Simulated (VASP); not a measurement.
Set up this calculation in VASP 6.6.1, as the native input.

```
Task                   : single point
Functional             : r2SCAN
Potentials or basis    : VASP PAW PBE potentials, release 64 (Si, Ge_d)
Cutoff                 : 520 eV
k mesh                 : 6 × 6 × 6
Occupations            : gaussian, width 0.05 eV
Spin                   : no spin polarisation
Dipole correction      : no
Further INCAR settings : ALGO = Normal; EDIFF = 1e-07; NBANDS = 31
```

Crystal: Si7Ge.

```xyz
8
Lattice="5.3313 0.0000 0.0000 0.0000 5.3313 0.0000 0.0000 0.0000 5.7414" Properties=species:S:1:pos:R:3 pbc="T T T"
Si    1.3458    1.3458    1.4493
Si    0.0000    2.6656    2.8707
Si    2.6656    2.6656    0.0000
Si    2.6656    0.0000    2.8707
Si    3.9855    1.3458    4.2921
Si    3.9855    3.9855    1.4493
Si    1.3458    3.9855    4.2921
Ge    0.0000    0.0000    0.0000
```

This cell differs from its parent crystal: strain -0.025 along x and y, +0.050 along z.

These files were run (other wordings do the same):

POSCAR

```
Si7Ge
1.0
    5.3312692196      0.0000000000      0.0000000000
    0.0000000000      5.3312692196      0.0000000000
    0.0000000000      0.0000000000      5.7413668519
Si Ge
7 1
Direct
    0.2524307582      0.2524307582      0.2524307582
    0.0000000000      0.5000000000      0.5000000000
    0.5000000000      0.5000000000      0.0000000000
    0.5000000000      0.0000000000      0.5000000000
    0.7475692418      0.2524307582      0.7475692418
    0.7475692418      0.7475692418      0.2524307582
    0.2524307582      0.7475692418      0.7475692418
    0.0000000000      0.0000000000      0.0000000000
```

INCAR.step1

```
PREC = Accurate
ENCUT = 520
ISMEAR = 0
SIGMA = 0.05
LREAL = F
LASPH = T
NELM = 100
NBANDS = 31
GGA = PE
ALGO = Normal
EDIFF = 1E-4
LWAVE = T
LCHARG = F
```

INCAR.step2

```
PREC = Accurate
ENCUT = 520
EDIFF = 1E-7
ISMEAR = 0
SIGMA = 0.05
LREAL = F
LASPH = T
NELM = 100
ALGO = Normal
ISIF = 2
LWAVE = F
LCHARG = T
METAGGA = R2SCAN
LMIXTAU = T
LELF = T
LVHAR = T
NBANDS = 31
ISTART = 1
```

KPOINTS

```
Automatic mesh
0
Gamma
  6 6 6
```

Potentials or basis: VASP PAW PBE potentials, release 64 (Si, Ge_d).

Launch:

```console
$ cat potpaw_PBE.64/Si/POTCAR potpaw_PBE.64/Ge_d/POTCAR > POTCAR
$ cp INCAR.step1 INCAR
$ mpirun -np 1 vasp_std > vasp.out
$ cp INCAR.step2 INCAR
$ mpirun -np 1 vasp_std > vasp.out
```

Results of the run:

The pressure is -0.1 GPa and the largest force is 0.034 eV/Å. The band gap on the k mesh is 0.29 eV, direct.

Caveat: the cell differs from its parent crystal (strain -0.025 along x and y, +0.050 along z); the PAW data sets were made with another functional, which shifts forces and pressure a little.

It took 14 min on 1 thread of Oxide Virtual Turin-like Processor, on a shared host, peak memory 0.36 GiB.
